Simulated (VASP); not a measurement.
Here is a VASP 6.6.1 calculation.

INCAR

```
ALGO = Normal ; DIPOL = 0.5 0.5 0.500
EDIFF = 1E-7 ; ENCUT = 520
GGA = PE ; IDIPOL = 3
ISIF = 2 ; ISMEAR = -1
LASPH = T ; LCHARG = T
LDIPOL = T ; LELF = T
LREAL = F ; LVACPOTAV = T
LVHAR = T ; LWAVE = F
NBANDS = 22 ; NELM = 100
PREC = Accurate ; SIGMA = 0.08
```

The input KPOINTS:

```
k-points
0
Gamma
  9 9 1
```

Contents of POSCAR:

```
Ca
1.0
    3.9070577562      0.0000000000      0.0000000000
    0.0000000000      3.9070577562      0.0000000000
    0.0000000000      0.0000000000     25.5254000000
Ca
3
Direct
    0.0000000000      0.0000000000      0.3917663569
    0.5000000000      0.5000000000      0.5000000000
    0.0000000000      0.0000000000      0.6082336431
```

Potentials or basis: VASP PAW PBE potentials, release 64 (Ca_sv).

The run is started by

```bash
$ cat potpaw_PBE.64/Ca_sv/POTCAR > POTCAR
$ mpirun -np 1 vasp_std > vasp.out
```

Question: Predict the band gap on the k mesh.

Answer: Zero (band 15 reaches -1.00 eV, above the bottom of band 16 at -1.11 eV).

Question: What does it give for the largest force?

Answer: 0.076 eV/Å.

Forces on the atoms (eV/Å):
```
Ca   0.000  0.000  0.076
Ca   0.000  0.000  0.000
Ca   0.000  0.000 -0.076
```
